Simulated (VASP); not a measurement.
# Bi2Te3 in VASP: a series of runs

Bi2Te3 is run at these levels: PBE, RPBE; tasks: single point.

Program: VASP 6.6.1. These are calculated values, not measurements. Logs are shortened: lines on timing, memory, paths and dates and some standing lists are left out, and cuts for length are marked.

## (1) The cell of the first run

It takes space group R-3m (No. 166, trigonal). Conventional cell: a = 4.386 Å, b = 4.386 Å, c = 30.497 Å, α = 90.00°, β = 90.00°, γ = 120.00°. Within 4.0 Å of Bi (site symmetry 3m) lie 6 Te at 3.07 to 3.25 Å. Within 4.0 Å of Te (site symmetry 3m) lie 3 Bi at 3.07 Å and 3 Te at 3.64 Å. Within 4.6 Å of Te (site symmetry -3m) lie 6 Bi at 3.25 Å and 12 Te at 4.39 to 4.55 Å.

## (2) Single point, PBE

Contents of INCAR:

```
  PREC = Accurate
  ENCUT = 520
  EDIFF = 1E-7
  ISMEAR = -1
  SIGMA = 0.05
  LREAL = F
  LASPH = T
  NELM = 80
  ALGO = Normal
  ISIF = 2
  LWAVE = F
  LCHARG = F
  GGA = PE
  NBANDS = 32
```

Contents of KPOINTS:

```
regular mesh
0
Gamma
  6 6 6
```

Contents of POSCAR:

```
Bi2Te3
1.0
    2.1930000000      1.2661291403     10.1656666667
   -2.1930000000      1.2661291403     10.1656666667
    0.0000000000     -2.5322582807     10.1656666667
Bi Te
2 3
Direct
    0.6000000000      0.6000000000      0.6000000000
    0.4000000000      0.4000000000      0.4000000000
    0.7905000000      0.7905000000      0.7905000000
    0.2095000000      0.2095000000      0.2095000000
    0.0000000000      0.0000000000      0.0000000000
```

Potentials or basis: VASP PAW PBE potentials, release 64 (Bi_d, Te).

Launch:

```
> cat potpaw_PBE.64/Bi_d/POTCAR potpaw_PBE.64/Te/POTCAR > POTCAR
> mpirun -np 1 vasp_std > vasp.out
```

OUTCAR:

```text
PREC = Accurate
   ENCUT = 520
   EDIFF = 1E-7
   ISMEAR = -1
   LREAL = F
   LASPH = T
   NELM = 80
   ISIF = 2
   GGA = PE

 ion  position               nearest neighbor table
   1  0.600  0.600  0.600-   4 3.07   4 3.07   4 3.07   5 3.25   5 3.25   5 3.25
   2  0.400  0.400  0.400-   3 3.07   3 3.07   3 3.07   5 3.25   5 3.25   5 3.25
   3  0.791  0.791  0.791-   2 3.07   2 3.07   2 3.07   4 3.64   4 3.64   4 3.64
   4  0.209  0.209  0.209-   1 3.07   1 3.07   1 3.07   3 3.64   3 3.64   3 3.64
   5  0.000  0.000  0.000-   1 3.25   2 3.25   1 3.25   1 3.25   2 3.25   2 3.25

  LATTYP: Found a trigonal (rhomboedric) cell.
 ALAT       =    10.4763118882
 COS(alpha) =     0.9123624111

  Lattice vectors:

 A1 = (   2.1930000000,   1.2661291403,  10.1656666667)
 A2 = (  -2.1930000000,   1.2661291403,  10.1656666667)
 A3 = (   0.0000000000,  -2.5322582807,  10.1656666667)

Analysis of symmetry for initial positions (statically):
=====================================================================
 Subroutine PRICEL returns:
 Original cell was already a primitive cell.

 Routine SETGRP: Setting up the symmetry group for a
 trigonal (rhombohedral) supercell.

 Subroutine GETGRP returns: Found 12 space group operations
 (whereof 12 operations were pure point group operations)
 out of a pool of 12 trial point group operations.

The static configuration has the point symmetry D_3d.

Analysis of symmetry for dynamics (positions and initial velocities):
=====================================================================
 Subroutine PRICEL returns:
 Original cell was already a primitive cell.

 Routine SETGRP: Setting up the symmetry group for a
 trigonal (rhombohedral) supercell.

 Subroutine GETGRP returns: Found 12 space group operations
 (whereof 12 operations were pure point group operations)
 out of a pool of 12 trial point group operations.

The dynamic configuration has the point symmetry D_3d.

 Subroutine INISYM returns: Found 12 space group operations
 (whereof 12 operations are pure point group operations),
 and found     1 'primitive' translations

----------------------------------------------------------------------------------------

                                     Primitive cell

  volume of cell :     169.3572

  direct lattice vectors                    reciprocal lattice vectors
     2.193000000  1.266129140 10.165666667     0.227998176  0.131634808  0.032790111
    -2.193000000  1.266129140 10.165666667    -0.227998176  0.131634808  0.032790111
     0.000000000 -2.532258281 10.165666667     0.000000000 -0.263269617  0.032790111

  length of vectors
    10.476311888 10.476311888 10.476311888     0.265303755  0.265303755  0.265303755

  position of ions in fractional coordinates (direct lattice)
     0.600000000  0.600000000  0.600000000
     0.400000000  0.400000000  0.400000000
     0.790500000  0.790500000  0.790500000
     0.209500000  0.209500000  0.209500000
     0.000000000  0.000000000  0.000000000

  ion indices of the primitive-cell ions
   primitive index   ion index
                 1           1
                 2           2
                 3           3
                 4           4
                 5           5

----------------------------------------------------------------------------------------

 KPOINTS: regular mesh

Automatic generation of k-mesh.
 Grid dimensions read from file:
 generate k-points for:    6    6    6

 Generating k-lattice:

  Cartesian coordinates                     Fractional coordinates (reciprocal lattice)
     0.037999696  0.021939135  0.005465018     0.166666667  0.000000000  0.000000000
    -0.037999696  0.021939135  0.005465018     0.000000000  0.166666667  0.000000000
     0.000000000 -0.043878269  0.005465018     0.000000000  0.000000000  0.166666667

  Length of vectors
     0.044217292  0.044217292  0.044217292

  Shift w.r.t. Gamma in fractional coordinates (k-lattice)
     0.000000000  0.000000000  0.000000000

 Subroutine IBZKPT returns following result:
 ===========================================

 Found     32 irreducible k-points:

 Following reciprocal coordinates:
            Coordinates               Weight
  0.000000  0.000000  0.000000      1.000000
  0.166667 -0.000000  0.000000      6.000000
  0.333333  0.000000  0.000000      6.000000
  0.500000 -0.000000  0.000000      3.000000
  0.166667  0.166667  0.000000      6.000000
  0.333333  0.166667  0.000000     12.000000
[... 16 lines left out ...]
  0.500000  0.500000  0.166667      6.000000
 -0.333333  0.500000  0.166667     12.000000
 [... further k-points ...]
   k-points           NKPTS =     32   k-points in BZ     NKDIM =     32   number of bands    NBANDS=     32
   number of dos      NEDOS =    301   number of ions     NIONS =      5
   total plane-waves  NPLWV = 512000
   dimension x,y,z NGX =    80 NGY =   80 NGZ =   80
   dimension x,y,z NGXF=   160 NGYF=  160 NGZF=  160
   ions per type =               2   3
   NGX,Y,Z   is equivalent  to a cutoff of  12.69, 12.69, 12.69 a.u.
   NGXF,Y,Z  is equivalent  to a cutoff of  25.39, 25.39, 25.39 a.u.
 SYSTEM =  unknown system
   PREC   = accura    normal or accurate (medium, high low for compatibility)
   ISTART =      0    job   : 0-new  1-cont  2-samecut
   ICHARG =      2    charge: 1-file 2-atom 10-const
   ISPIN  =      1    spin polarized calculation?
   LNONCOLLINEAR =      F non collinear calculations
   LSORBIT =      F    spin-orbit coupling
   LASPH  =      T    aspherical Exc in radial PAW
   ENCUT  =  520.0 eV  38.22 Ry    6.18 a.u.  19.48 19.48 19.48*2*pi/ulx,y,z
   NELM   =     80;   NELMIN=  2; NELMDL= -5     # of ELM steps
   EDIFF  = 0.1E-06   stopping-criterion for ELM
   LREAL  =      F    real-space projection
   EDIFFG = 0.1E-05   stopping-criterion for IOM
   NSW    =      0    number of steps for IOM
   IBRION =     -1    ionic relax: 0-MD 1-quasi-New 2-CG
   NFREE  =      0    steps in history (QN), initial steepest desc. (CG)
   ISIF   =      2    stress and relaxation
   ISYM   =      2    0-nonsym 1-usesym 2-fastsym
   POTIM  = 0.5000    time-step for ionic-motion
   TEBEG  =    0.0;   TEEND  =   0.0 temperature during run
   PSTRESS=    0.0 pullay stress
   NELECT =      48.0000    total number of electrons
   NUPDOWN=      -1.0000    fix difference up-down
   EMIN   =  10.00;   EMAX   =-10.00  energy-range for DOS
   EFERMI =   0.00;   METHOD = LEGACY
   ISMEAR =    -1;   SIGMA  =   0.05  broadening in eV -4-tet -1-fermi 0-gaus
   EFERMI_NEDOS =   21; number of points for ismear=-14 and -15
   IALGO  =     38    algorithm
   IMIX   =      4    mixing-type and parameters
     AMIX     =   0.40;   BMIX     =  1.00
     AMIX_MAG =   1.60;   BMIX_MAG =  1.00
  volume/ion in A,a.u.               =      33.87       228.58
  Fermi-wavevector in a.u.,A,eV,Ry     =   1.075360  2.032136 15.733774  1.156400
  Thomas-Fermi vector in A             =   2.211215
   LORBIT       =      0    0 simple, 1 ext, 2 COOP (PROOUT), +10 PAW based schemes
   GGA     = PE    functional components
   LHFCALC =     F    Hartree Fock is set to
   AEXX    =    0.0000 exact exchange contribution
   IVDW    =     0    specifies the selected vdW correction
   LEPSILON=     F    determine dielectric tensor
   LRPA    =     F    only Hartree local field effects (RPA)
 non-spin polarized calculation
  energy-cutoff  :      520.00
  volume of cell :      169.36
 maximum number of plane-waves:      4580
 NGX is ok and might be reduce to    80
   NGX = 39   NGY = 39   NGZ = 39

 number of electron      48.0000004 magnetization

 Free energy of the ion-electron system (eV)
  ---------------------------------------------------
  ext. energy  EPLUGINS =         0.00000000
  ---------------------------------------------------
  free energy    TOTEN  =       -18.33546363 eV

  energy without entropy =      -18.33521653  energy(sigma->0) =      -18.33534008

 E-fermi :   6.3653     XC(G=0):  -9.3291

 val. band max:        6.2232111537   @ k =   0.0000   0.0000   0.0000
 cond. band min:       6.5044115616   @ k =   0.0000   0.0000   0.0000
 fundamental gap:      0.2812004079
 Fermi energy:         6.3652560516

 k-point     1 :       0.0000    0.0000    0.0000
  band No.  band energies     occupation
      1     -16.9961      2.00000
      2     -16.9961      2.00000
      3     -16.9947      2.00000
      4     -16.9947      2.00000
      5     -16.9872      2.00000
      6     -16.9858      2.00000
[... 24 lines left out ...]
     31      11.0342      0.00000
     32      11.5562      0.00000

 k-point     2 :       0.1667   -0.0000    0.0000
  band No.  band energies     occupation
      1     -16.9982      2.00000
      2     -16.9965      2.00000
      3     -16.9934      2.00000
      4     -16.9920      2.00000
      5     -16.9860      2.00000
      6     -16.9846      2.00000
[... 24 lines left out ...]
     31      10.3551      0.00000
     32      11.2219      0.00000

 k-point     3 :       0.3333    0.0000    0.0000
  band No.  band energies     occupation
      1     -17.0032      2.00000
      2     -17.0009      2.00000
      3     -16.9904      2.00000
      4     -16.9884      2.00000
      5     -16.9884      2.00000
      6     -16.9862      2.00000
[... 24 lines left out ...]
     31      10.3409      0.00000
     32      11.3714      0.00000

 k-point     4 :       0.5000   -0.0000    0.0000
  band No.  band energies     occupation
      1     -17.0060      2.00000
      2     -17.0033      2.00000
      3     -16.9902      2.00000
      4     -16.9897      2.00000
      5     -16.9875      2.00000
      6     -16.9874      2.00000
[... 24 lines left out ...]
     31       9.8198      0.00000
     32      11.0131      0.00000

 k-point     5 :       0.1667    0.1667    0.0000
  band No.  band energies     occupation
      1     -16.9982      2.00000
      2     -16.9965      2.00000
      3     -16.9934      2.00000
      4     -16.9920      2.00000
      5     -16.9860      2.00000
      6     -16.9846      2.00000
[... 584 lines left out ...]
     31      10.8281      0.00000
     32      11.0235      0.00000

 k-point    22 :      -0.1667    0.3333    0.1667
  band No.  band energies     occupation
      1     -17.0026      2.00000
      2     -17.0005      2.00000
      3     -16.9923      2.00000
      4     -16.9897      2.00000
      5     -16.9873      2.00000
      6     -16.9856      2.00000
[... 24 lines left out ...]
     31      10.1798      0.00000
     32      11.9994      0.00000

 k-point    23 :       0.5000    0.5000    0.1667
  band No.  band energies     occupation
      1     -17.0032      2.00000
      2     -17.0009      2.00000
      3     -16.9904      2.00000
      4     -16.9884      2.00000
      5     -16.9884      2.00000
      6     -16.9862      2.00000
[... 24 lines left out ...]
     31      10.2998      0.00000
     32      11.1803      0.00000

 k-point    24 :      -0.3333    0.5000    0.1667
  band No.  band energies     occupation
      1     -17.0026      2.00000
      2     -17.0006      2.00000
      3     -16.9923      2.00000
      4     -16.9897      2.00000
      5     -16.9873      2.00000
      6     -16.9856      2.00000
[... 24 lines left out ...]
     31      10.8995      0.00000
     32      11.5249      0.00000

 [... further k-points ...]
[... 5 lines left out ...]
  --------------------------------------------------------------------------------------
  -------------------------------------------------------------------------------------
  Total        2.0526580      2.0526580      1.8672927      0.0000000     -0.0000000      0.0000000
  in kB       19.4188460     19.4188460     17.6652273      0.0000000     -0.0000000      0.0000000
  external PRESSURE =      18.8343064 kB  Pullay stress =       0.0000000 kB

 VOLUME and BASIS-vectors are now :
 -----------------------------------------------------------------------------
  energy-cutoff  :      520.00
  volume of cell :      169.36
      direct lattice vectors                 reciprocal lattice vectors
     2.193000000  1.266129140 10.165666667     0.227998176  0.131634808  0.032790111
    -2.193000000  1.266129140 10.165666667    -0.227998176  0.131634808  0.032790111
     0.000000000 -2.532258281 10.165666667     0.000000000 -0.263269617  0.032790111

 POSITION                                       TOTAL-FORCE (eV/Angst)
 -----------------------------------------------------------------------------------
      0.00000     -0.00000     18.29820         0.000000      0.000000     -0.016103
      0.00000     -0.00000     12.19880         0.000000     -0.000000      0.016103
      0.00000     -0.00000     24.10788         0.000000      0.000000     -0.024741
      0.00000     -0.00000      6.38912         0.000000     -0.000000      0.024741
      0.00000      0.00000      0.00000         0.000000     -0.000000      0.000000
 -----------------------------------------------------------------------------------
    total drift:                               -0.000000     -0.000000     -0.000000

  FREE ENERGIE OF THE ION-ELECTRON SYSTEM (eV)
  ---------------------------------------------------
  free  energy   TOTEN  =       -18.3354636296 eV

  energy  without entropy=      -18.3352165269  energy(sigma->0) =      -18.33534008
```

Run time: 11 min. Hardware: 1 thread of AMD EPYC 7R13 (Zen 3), shared host; peak memory 0.93 GiB.

What came out:

- Free energy: -18.3355 eV
- Pressure: 1.9 GPa
- Largest force: 0.025 eV/Å
- Band gap on the k mesh: 0.28 eV

Forces on the atoms (eV/Å):
```
Bi   0.000  0.000 -0.016
Bi   0.000  0.000  0.016
Te   0.000  0.000 -0.025
Te   0.000  0.000  0.025
Te   0.000  0.000  0.000
```

Stress tensor (GPa, compression positive):
```
1.94 0.00 0.00
0.00 1.94 0.00
0.00 0.00 1.77
```

Levels at points of the mesh, in eV from the valence-band top:
| k point | band 20 | band 21 | band 22 | band 23 | band 24 | band 25 | band 26 | band 27 | band 28 | band 29 |
| --- | --- | --- | --- | --- | --- | --- | --- | --- | --- | --- |
| (0.00, 0.00, 0.00) | -1.71 | -1.71 | -0.87 | -0.87 | 0.00 | 0.28 | 0.65 | 0.65 | 1.96 | 2.10 |
| (0.50, 0.00, 0.00) | -3.16 | -2.92 | -2.42 | -0.92 | -0.51 | 0.57 | 1.05 | 2.74 | 2.77 | 3.32 |
| (0.50, 0.50, 0.00) | -2.36 | -2.00 | -1.82 | -1.56 | -0.96 | 0.85 | 1.51 | 2.05 | 2.64 | 2.72 |
| (0.50, 0.50, 0.50) | -1.42 | -1.42 | -1.16 | -1.16 | -0.44 | 0.83 | 1.13 | 1.13 | 1.64 | 1.64 |

Caveat: spin-orbit coupling is left out, which moves the levels of the heavy elements.

(Part 1 of 2 ends here.)
